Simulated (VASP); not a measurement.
# Zr (P6_3/mmc) in VASP: single point with r2SCAN+rVV10

Aim: the single point of Zr with r2SCAN+rVV10.

All numbers are computed with VASP 6.6.1; they aren't measurements. Logs are shortened: lines on timing, memory, paths and dates and some standing lists are left out, and cuts for length are marked.

## (1) The cell of the first run

It takes space group P6_3/mmc (No. 194, hexagonal). The conventional cell has a = 3.332 Å, b = 3.332 Å, c = 5.277 Å, α = 90.00°, β = 90.00°, γ = 120.00°. Within 4.3 Å of Zr (site symmetry -6m2) lie 12 Zr at 3.27 to 3.33 Å.

## (2) Single point, r2SCAN+rVV10 (volume scaled by 1.09, then relaxed in part)

Input file POSCAR:

```
Zr
1.0
    3.3316017741      0.0000000000      0.0000000000
   -1.6658008871      2.8852517717      0.0000000000
    0.0000000000      0.0000000000      5.2766639537
Zr
2
Direct
    0.3333333333      0.6666666667      0.2500000000
    0.6666666667      0.3333333333      0.7500000000
```

Input file INCAR.step1:

```
SYSTEM = Zr
PREC = Accurate
ENCUT = 550
ISMEAR = 0
SIGMA = 0.1
LREAL = .FALSE.
LASPH = .TRUE.
NELM = 120
NBANDS = 19
GGA = PE
ALGO = Normal
EDIFF = 1E-5
LWAVE = .TRUE.
LCHARG = .FALSE.
GGA_COMPAT = .FALSE.
```

Input file INCAR.step2:

```
SYSTEM = Zr
PREC = Accurate
ENCUT = 550
EDIFF = 1E-6
ISMEAR = 0
SIGMA = 0.1
LREAL = .FALSE.
LASPH = .TRUE.
NELM = 120
ALGO = Normal
ISIF = 2
LWAVE = .FALSE.
LCHARG = .FALSE.
METAGGA = R2SCAN
LMIXTAU = .TRUE.
LUSE_VDW = .TRUE.
IVDW_NL = 2
BPARAM = 11.95
CPARAM = 0.0093
NBANDS = 19
ISTART = 1
GGA_COMPAT = .FALSE.
```

Input file KPOINTS:

```
regular mesh
0
G
  15 15 8
  0 0 0
```

Potentials or basis: VASP PAW PBE potentials, release 64 (Zr_sv).

The run is started by

```
> cat potpaw_PBE.64/Zr_sv/POTCAR > POTCAR
> cp INCAR.step1 INCAR
> mpirun -np 1 vasp_std > vasp.out
> cp INCAR.step2 INCAR
> mpirun -np 1 vasp_std > vasp.out
```

OUTCAR:

```text
SYSTEM = Zr
   PREC = Accurate
   ENCUT = 550
   EDIFF = 1E-6
   ISMEAR = 0
   LREAL = .FALSE.
   LASPH = .TRUE.
   NELM = 120
   ISIF = 2
   METAGGA = R2SCAN
   IVDW_NL = 2
   BPARAM = 11.95
   ISTART = 1

 ion  position               nearest neighbor table
   1  0.333  0.667  0.250-   2 3.27   2 3.27   2 3.27   2 3.27   2 3.27   2 3.27
   2  0.667  0.333  0.750-   1 3.27   1 3.27   1 3.27   1 3.27   1 3.27   1 3.27

  LATTYP: Found a hexagonal cell.
 ALAT       =     3.3316017741
 C/A-ratio  =     1.5838219306

  Lattice vectors:

 A1 = (   3.3316017741,   0.0000000000,   0.0000000000)
 A2 = (  -1.6658008871,   2.8852517717,   0.0000000000)
 A3 = (   0.0000000000,   0.0000000000,   5.2766639537)

Analysis of symmetry for initial positions (statically):
=====================================================================
 Subroutine PRICEL returns:
 Original cell was already a primitive cell.

 Routine SETGRP: Setting up the symmetry group for a
 hexagonal supercell.

 Subroutine GETGRP returns: Found 24 space group operations
 (whereof 12 operations were pure point group operations)
 out of a pool of 24 trial point group operations.

The static configuration has the point symmetry D_3d.
 The point group associated with its full space group is D_6h.

Analysis of symmetry for dynamics (positions and initial velocities):
=====================================================================
 Subroutine PRICEL returns:
 Original cell was already a primitive cell.

 Routine SETGRP: Setting up the symmetry group for a
 hexagonal supercell.

 Subroutine GETGRP returns: Found 24 space group operations
 (whereof 12 operations were pure point group operations)
 out of a pool of 24 trial point group operations.

The dynamic configuration has the point symmetry D_3d.
 The point group associated with its full space group is D_6h.

 Subroutine INISYM returns: Found 24 space group operations
 (whereof 12 operations are pure point group operations),
 and found     1 'primitive' translations

----------------------------------------------------------------------------------------

                                     Primitive cell

  volume of cell :      50.7220

  direct lattice vectors                    reciprocal lattice vectors
     3.331601774  0.000000000  0.000000000     0.300155921  0.173295102  0.000000000
    -1.665800887  2.885251772  0.000000000     0.000000000  0.346590204  0.000000000
     0.000000000  0.000000000  5.276663954     0.000000000  0.000000000  0.189513679

  length of vectors
     3.331601774  3.331601774  5.276663954     0.346590204  0.346590204  0.189513679

  position of ions in fractional coordinates (direct lattice)
     0.333333333  0.666666667  0.250000000
     0.666666667  0.333333333  0.750000000

  ion indices of the primitive-cell ions
   primitive index   ion index
                 1           1
                 2           2

----------------------------------------------------------------------------------------

 KPOINTS: regular mesh

Automatic generation of k-mesh.
 Grid dimensions read from file:
 generate k-points for:   15   15    8

 Generating k-lattice:

  Cartesian coordinates                     Fractional coordinates (reciprocal lattice)
     0.020010395  0.011553007  0.000000000     0.066666667  0.000000000  0.000000000
     0.000000000  0.023106014  0.000000000     0.000000000  0.066666667  0.000000000
     0.000000000  0.000000000  0.023689210     0.000000000  0.000000000  0.125000000

  Length of vectors
     0.023106014  0.023106014  0.023689210

  Shift w.r.t. Gamma in fractional coordinates (k-lattice)
     0.000000000  0.000000000  0.000000000

 Subroutine IBZKPT returns following result:
 ===========================================

 Found    135 irreducible k-points:

 Following reciprocal coordinates:
            Coordinates               Weight
  0.000000  0.000000  0.000000      1.000000
  0.066667 -0.000000  0.000000      6.000000
  0.133333 -0.000000  0.000000      6.000000
  0.200000 -0.000000  0.000000      6.000000
  0.266667 -0.000000  0.000000      6.000000
  0.333333 -0.000000  0.000000      6.000000
[... 16 lines left out ...]
  0.333333  0.200000  0.000000     12.000000
  0.400000  0.200000  0.000000      6.000000
 [... further k-points ...]
   k-points           NKPTS =    135   k-points in BZ     NKDIM =    135   number of bands    NBANDS=     19
   number of dos      NEDOS =    301   number of ions     NIONS =      2
   total plane-waves  NPLWV =  31360
   dimension x,y,z NGX =    28 NGY =   28 NGZ =   40
   dimension x,y,z NGXF=    56 NGYF=   56 NGZF=   80
   ions per type =               2
   NGX,Y,Z   is equivalent  to a cutoff of  13.97, 13.97, 12.60 a.u.
   NGXF,Y,Z  is equivalent  to a cutoff of  27.94, 27.94, 25.20 a.u.
 SYSTEM =  Zr
   PREC   = accura    normal or accurate (medium, high low for compatibility)
   ISTART =      1    job   : 0-new  1-cont  2-samecut
   ICHARG =      0    charge: 1-file 2-atom 10-const
   ISPIN  =      1    spin polarized calculation?
   LNONCOLLINEAR =      F non collinear calculations
   LSORBIT =      F    spin-orbit coupling
   LASPH  =      T    aspherical Exc in radial PAW
   ENCUT  =  550.0 eV  40.42 Ry    6.36 a.u.   6.37  6.37 10.09*2*pi/ulx,y,z
   NELM   =    120;   NELMIN=  2; NELMDL=  0     # of ELM steps
   EDIFF  = 0.1E-05   stopping-criterion for ELM
   LREAL  =      F    real-space projection
   EDIFFG = 0.1E-04   stopping-criterion for IOM
   NSW    =      0    number of steps for IOM
   IBRION =     -1    ionic relax: 0-MD 1-quasi-New 2-CG
   NFREE  =      0    steps in history (QN), initial steepest desc. (CG)
   ISIF   =      2    stress and relaxation
   ISYM   =      2    0-nonsym 1-usesym 2-fastsym
   POTIM  = 0.5000    time-step for ionic-motion
   TEBEG  =    0.0;   TEEND  =   0.0 temperature during run
   PSTRESS=    0.0 pullay stress
   NELECT =      24.0000    total number of electrons
   NUPDOWN=      -1.0000    fix difference up-down
   EMIN   =  10.00;   EMAX   =-10.00  energy-range for DOS
   EFERMI =   0.00;   METHOD = LEGACY
   ISMEAR =     0;   SIGMA  =   0.10  broadening in eV -4-tet -1-fermi 0-gaus
   EFERMI_NEDOS =   21; number of points for ismear=-14 and -15
   IALGO  =     38    algorithm
   IMIX   =      4    mixing-type and parameters
     AMIX     =   0.40;   BMIX     =  1.00
     AMIX_MAG =   1.60;   BMIX_MAG =  1.00
  volume/ion in A,a.u.               =      25.36       171.14
  Fermi-wavevector in a.u.,A,eV,Ry     =   1.275694  2.410712 22.142054  1.627395
  Thomas-Fermi vector in A             =   2.408392
   LORBIT       =      0    0 simple, 1 ext, 2 COOP (PROOUT), +10 PAW based schemes
   METAGGA = R2SCAN    functional components
   LHFCALC =     F    Hartree Fock is set to
   AEXX    =    0.0000 exact exchange contribution
   IVDW_NL    =     2    kernel type
   BPARAM     =11.9500
   IVDW    =     0    specifies the selected vdW correction
   LEPSILON=     F    determine dielectric tensor
   LRPA    =     F    only Hartree local field effects (RPA)
 non-spin polarized calculation
 Gauss-broadening in eV      SIGMA  =   0.10
  energy-cutoff  :      550.00
  volume of cell :       50.72
 maximum number of plane-waves:      1508
 NGX is ok and might be reduce to    28
   NGX = 13   NGY = 13   NGZ = 21

 number of electron      24.0000001 magnetization

 Free energy of the ion-electron system (eV)
  ---------------------------------------------------
  ext. energy  EPLUGINS =         0.00000000
  ---------------------------------------------------
  free energy    TOTEN  =       -44.97490970 eV

  energy without entropy =      -44.96701809  energy(sigma->0) =      -44.97096390

 E-fermi :   8.1123     XC(G=0): -11.5507

 val. band max:        8.0978664505   @ k =   0.1333   0.0667   0.2500
 cond. band min:       8.1129915262   @ k =   0.0667   0.0667   0.1250
 fundamental gap:      0.0151250757
 Fermi energy:         8.1123345784

 k-point     1 :       0.0000    0.0000    0.0000
  band No.  band energies     occupation
      1     -42.6229      2.00000
      2     -42.5037      2.00000
      3     -20.3439      2.00000
      4     -19.6365      2.00000
      5     -19.6365      2.00000
      6     -19.5298      2.00000
[... 11 lines left out ...]
     18      10.2931      0.00000
     19      12.4238      0.00000

 k-point     2 :       0.0667   -0.0000    0.0000
  band No.  band energies     occupation
      1     -42.6191      2.00000
      2     -42.5022      2.00000
      3     -20.3328      2.00000
      4     -19.6599      2.00000
      5     -19.6444      2.00000
      6     -19.5453      2.00000
[... 11 lines left out ...]
     18      10.1885      0.00000
     19      12.4995      0.00000

 k-point     3 :       0.1333   -0.0000    0.0000
  band No.  band energies     occupation
      1     -42.6082      2.00000
      2     -42.4981      2.00000
      3     -20.3007      2.00000
      4     -19.7262      2.00000
      5     -19.6660      2.00000
      6     -19.6133      2.00000
[... 11 lines left out ...]
     18      10.1232      0.00000
     19      12.6742      0.00000

 k-point     4 :       0.2000   -0.0000    0.0000
  band No.  band energies     occupation
      1     -42.5917      2.00000
      2     -42.4925      2.00000
      3     -20.2504      2.00000
      4     -19.8242      2.00000
      5     -19.7106      2.00000
      6     -19.6968      2.00000
[... 11 lines left out ...]
     18      10.5923      0.00000
     19      12.8632      0.00000

 k-point     5 :       0.2667   -0.0000    0.0000
  band No.  band energies     occupation
      1     -42.5719      2.00000
      2     -42.4868      2.00000
      3     -20.1866      2.00000
      4     -19.9369      2.00000
      5     -19.8184      2.00000
      6     -19.7308      2.00000
[... 11 lines left out ...]
     18      11.1986      0.00000
     19      13.0185      0.00000
[... 334 lines left out ...]
      2     -42.4820      2.00000
      3     -20.0976      2.00000
      4     -19.9850      2.00000
      5     -19.9695      2.00000
      6     -19.7668      2.00000
[... 11 lines left out ...]
     18      12.5252      0.00000
     19      12.8828      0.00000

 k-point    22 :       0.2667    0.2000    0.0000
  band No.  band energies     occupation
      1     -42.5290      2.00000
      2     -42.4812      2.00000
      3     -20.0572      2.00000
      4     -20.0307      2.00000
      5     -19.9933      2.00000
      6     -19.8210      2.00000
[... 11 lines left out ...]
     18      12.8664      0.00000
     19      13.2978      0.00000

 k-point    23 :       0.3333    0.2000    0.0000
  band No.  band energies     occupation
      1     -42.5150      2.00000
      2     -42.4829      2.00000
      3     -20.1061      2.00000
      4     -19.9947      2.00000
      5     -19.9698      2.00000
      6     -19.8737      2.00000
[... 11 lines left out ...]
     18      12.8533      0.00000
     19      13.9210      0.00000

 k-point    24 :       0.4000    0.2000    0.0000
  band No.  band energies     occupation
      1     -42.5089      2.00000
      2     -42.4847      2.00000
      3     -20.1231      2.00000
      4     -19.9890      2.00000
      5     -19.9402      2.00000
      6     -19.8989      2.00000
[... 11 lines left out ...]
     18      12.8482      0.00000
     19      14.1322      0.00000

 [... further k-points ...]
[... 5 lines left out ...]
  --------------------------------------------------------------------------------------
  -------------------------------------------------------------------------------------
  Total       -2.2559750     -2.2559750     -2.2956442      0.0000000      0.0000000     -0.0000000
  in kB      -71.2604617    -71.2604617    -72.5135089      0.0000000      0.0000000     -0.0000000
  external PRESSURE =     -71.6781441 kB  Pullay stress =       0.0000000 kB

 VOLUME and BASIS-vectors are now :
 -----------------------------------------------------------------------------
  energy-cutoff  :      550.00
  volume of cell :       50.72
      direct lattice vectors                 reciprocal lattice vectors
     3.331601774  0.000000000  0.000000000     0.300155921  0.173295102  0.000000000
    -1.665800887  2.885251772  0.000000000     0.000000000  0.346590204  0.000000000
     0.000000000  0.000000000  5.276663954     0.000000000  0.000000000  0.189513679

 POSITION                                       TOTAL-FORCE (eV/Angst)
 -----------------------------------------------------------------------------------
     -0.00000      1.92350      1.31917        -0.000000      0.000000      0.000000
      1.66580      0.96175      3.95750         0.000000     -0.000000      0.000000
 -----------------------------------------------------------------------------------
    total drift:                               -0.000000      0.000000     -0.000000

  FREE ENERGIE OF THE ION-ELECTRON SYSTEM (eV)
  ---------------------------------------------------
  free  energy   TOTEN  =       -44.9749096986 eV

  energy  without entropy=      -44.9670180921  energy(sigma->0) =      -44.97096390
```

Wall time 11 min (1 thread of Intel Xeon 8259CL, shared host); peak memory 0.38 GiB.

What came out:

```yaml
Free_energy: -44.9749 eV
Pressure: -7.2 GPa
Band_gap_on_the_k_mesh: zero (band 12 reaches 9.05 eV, above the bottom of band 13 at 7.82 eV)
```

Stress tensor (GPa, compression positive):
```
-7.13  0.00  0.00
 0.00 -7.13  0.00
 0.00  0.00 -7.25
```

Caveat: the PAW data sets were made with another functional, which shifts forces and pressure a little.
